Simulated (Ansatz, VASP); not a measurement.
# NaCl in VASP and in Ansatz

The input INCAR:

```
SYSTEM = NaCl
PREC     = Accurate       ! precision mode
ENCUT    = 520            ! plane-wave cutoff, eV
EDIFF    = 1E-6           ! SCF threshold, eV
ISMEAR   = -1             ! smearing method
SIGMA    = 0.03           ! smearing width, eV
LREAL    = .FALSE.        ! projectors in reciprocal space
LASPH    = .TRUE.         ! aspherical terms in the spheres
NELM     = 100            ! most SCF steps
ALGO     = Normal         ! electronic algorithm
ISIF     = 2              ! what is computed and relaxed
LWAVE    = .FALSE.        ! write WAVECAR
LCHARG   = .FALSE.        ! write CHGCAR
GGA      = PE             ! functional
NBANDS   = 14             ! bands
```

The input KPOINTS:

```
regular mesh
0
G
  9 9 9
  0 0 0
```

File POSCAR:

```
NaCl
1.0
    2.8789409493      0.0000000000      0.0000000000
    0.0000000000      2.8789409493      0.0000000000
    0.0000000000      0.0000000000      2.8789409493
Na Cl
1 1
Direct
    0.0000000000      0.0000000000      0.0000000000
    0.5000000000      0.5000000000      0.5000000000
```

Input for Ansatz:

```yaml
crystal:
  lattice:
    - [2.8789409493, 0.0, 0.0]
    - [0.0, 2.8789409493, 0.0]
    - [0.0, 0.0, 2.8789409493]
  atoms:
    - { symbol: Na, position: [0.0, 0.0, 0.0] }
    - { symbol: Cl, position: [0.5, 0.5, 0.5] }
kpoints:
  mp_grid: { grid: [9, 9, 9] }
scf:
  occupations: { method: fermi_dirac, width: 0.03 }
hamiltonian:
  xc: pbe
  pseudopotentials: { kind: all_electron, lapw: { basis_error: 0.0005 } }
output:
  forces: true
  stress: true
  eigenvalues: true
```

Change from the starting cell: volume scaled by 1.02.

Alike in both runs: task single point; functional PBE; k mesh 9 × 9 × 9; occupations fermi-dirac, width 0.03 eV; no spin polarisation.

|  | VASP | Ansatz |
| --- | --- | --- |
| version | VASP 6.6.1 | Ansatz 0.2.0 |
| potentials or method | VASP PAW PBE potentials, release 64 (Na_pv, Cl), cutoff 520 eV | all-electron LAPW, scalar-relativistic |

|  | VASP | Ansatz | Ansatz less VASP |
| --- | --- | --- | --- |
| gap on the k mesh at the Fermi level (eV) | 4.84 | 4.79 | -0.048 |
| pressure (GPa) | 60.2 | 60.0 | -0.18 |

Both programs put the cell under a high pressure, so it lies far from rest at this level. Ansatz ran all-electron here, and VASP with PAW potentials.

Noted on VASP's run: the cell as given lies far from equilibrium.
